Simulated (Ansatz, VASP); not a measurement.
**Rh in VASP and in Ansatz**

File INCAR:

```
SYSTEM = Rh
PREC = Accurate ; ENCUT = 520
EDIFF = 1E-6 ; ISMEAR = 0
SIGMA = 0.05 ; LREAL = .False.
LASPH = .True. ; NELM = 100
ALGO = Normal ; ISIF = 2
LWAVE = .False. ; LCHARG = .False.
GGA = PE ; NBANDS = 22
```

File KPOINTS:

```
Automatic mesh
0
Gamma
  15 15 8
  0 0 0
```

File POSCAR:

```
Rh
1.0
    2.7309790422      0.0000000000      0.0000000000
   -1.3654895211      2.3650972278      0.0000000000
    0.0000000000      0.0000000000      4.4284890000
Rh
2
Direct
    0.6666666700      0.3333333300      0.7612905327
    0.3333333300      0.6666666700      0.2500000000
```

Input for Ansatz:

```yaml
crystal:
  lattice:
    - [2.7309790422, 0.0, 0.0]
    - [-1.3654895211, 2.3650972278, 0.0]
    - [0.0, 0.0, 4.428489]
  atoms:
    - { symbol: Rh, position: [0.66666667, 0.33333333, 0.7612905327] }
    - { symbol: Rh, position: [0.33333333, 0.66666667, 0.25] }
basis:
  ecutwfc: 500
  fft_grid_basis: typed
kpoints:
  mp_grid: { grid: [15, 15, 8] }
hamiltonian:
  xc: pbe
  pseudopotentials: { kind: paw }
scf:
  occupations: { method: gaussian, width: 0.05 }
output:
  forces: true
  stress: true
  eigenvalues: true
  bader: true
  write_density: true
  volumetric_format: npy
```

Alike in both runs: task single point; functional PBE; k mesh 15 × 15 × 8; occupations gaussian, width 0.05 eV; no spin polarisation.

|  | VASP | Ansatz |
| --- | --- | --- |
| version | VASP 6.6.1 | Ansatz 0.2.0 |
| potentials or method | VASP PAW PBE potentials, release 64 (Rh_pv), cutoff 520 eV | scalar-relativistic, plane waves, PAW |
| valence electrons in the cell | 30 | 34 |

Ansatz gave:

```
gap on the k mesh at the Fermi level (eV)                     : none
pressure (GPa)                                                : -3.3
traceless stress, the component that is largest in VASP (GPa) : -1.28
rms of the force components (eV/Å)                            : 0.259
```

Problem. Which values does VASP return?

Solution. gap on the k mesh at the Fermi level (eV): none; pressure (GPa): -3.2; traceless stress, the component that is largest in VASP (GPa): -1.25; rms of the force components (eV/Å): 0.260.

Atom by atom the forces differ by 0.001 eV/Å (rms over components). A gap of «none» marks a metal or a gap that the smearing closes. With one functional, cell and mesh, what is left measures potentials, basis and numerics. VASP's potentials hold 30 valence electrons a cell and Ansatz's 34, so a difference there can come from the potentials and not from the codes.
